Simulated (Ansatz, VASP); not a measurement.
LiNbO3 in VASP and in Ansatz

INCAR

```
SYSTEM = LiNbO3
PREC     = Accurate       ! precision mode
ENCUT    = 520            ! plane-wave cutoff, eV
EDIFF    = 1E-7           ! SCF threshold, eV
ISMEAR   = -1             ! smearing method
SIGMA    = 0.02           ! smearing width, eV
LREAL    = .False.        ! projectors in reciprocal space
LASPH    = .True.         ! aspherical terms in the spheres
NELM     = 100            ! most SCF steps
ALGO     = Normal         ! electronic algorithm
ISIF     = 2              ! what is computed and relaxed
LWAVE    = .False.        ! write WAVECAR
LCHARG   = .True.         ! write CHGCAR
GGA      = PE             ! functional
LELF     = .True.         ! ELF
LVHAR    = .True.       
NBANDS   = 25             ! bands
```

Contents of KPOINTS:

```
Automatic mesh
0
Gamma
  6 6 6
  0 0 0
```

File POSCAR:

```
LiNbO3
1.0
    3.9528341942      0.0000000000      0.0000000000
    0.0000000000      3.9528341942      0.0000000000
    0.0000000000      0.0000000000      3.9528341942
Li Nb O
1 1 3
Direct
    0.0000000000      0.0000000000      0.0000000000
    0.5000000000      0.5000000000      0.5000000000
    0.5000000000      0.5000000000      0.0000000000
    0.5000000000      0.0000000000      0.5000000000
    0.0000000000      0.5000000000      0.5000000000
```

Input for Ansatz:

```yaml
crystal:
  lattice:
    - [3.9528341942, 0.0, 0.0]
    - [0.0, 3.9528341942, 0.0]
    - [0.0, 0.0, 3.9528341942]
  atoms:
    - { symbol: Li, position: [0.0, 0.0, 0.0] }
    - { symbol: Nb, position: [0.5, 0.5, 0.5] }
    - { symbol: O, position: [0.5, 0.5, 0.0] }
    - { symbol: O, position: [0.5, 0.0, 0.5] }
    - { symbol: O, position: [0.0, 0.5, 0.5] }
kpoints:
  mp_grid: { grid: [6, 6, 6] }
  band_path:
    path: [[0.0, 0.0, 0.0], [0.0, 0.5, 0.0], [0.5, 0.5, 0.0], [0.5, 0.5, 0.5]]
    npoints: 1
hamiltonian:
  xc: pbe
scf:
  occupations: { method: fermi_dirac, width: 0.02 }
  n_extra_bands: 5
output:
  forces: true
  stress: true
  eigenvalues: true
```

Change from the starting cell: hydrostatic strain +0.5%.

Alike in both runs: task single point; functional PBE; k mesh 6 × 6 × 6; occupations fermi-dirac, width 0.02 eV; no spin polarisation.

```csv
,VASP,Ansatz
version,VASP 6.6.1,Ansatz 0.2.0
potentials or method,"VASP PAW PBE potentials, release 64 (Li_sv, Nb_sv, O)","plane waves, PAW"
plane-wave cutoff (eV),520,420
valence electrons in the cell,34,34
```

|  | VASP | Ansatz | Ansatz less VASP |
| --- | --- | --- | --- |
| gap on the k mesh at the Fermi level (eV) | 1.68 | 1.70 | +0.021 |

Noted on VASP's run: the cutoff is under 1.25 times that of the potentials, so the pressure is a little rough.
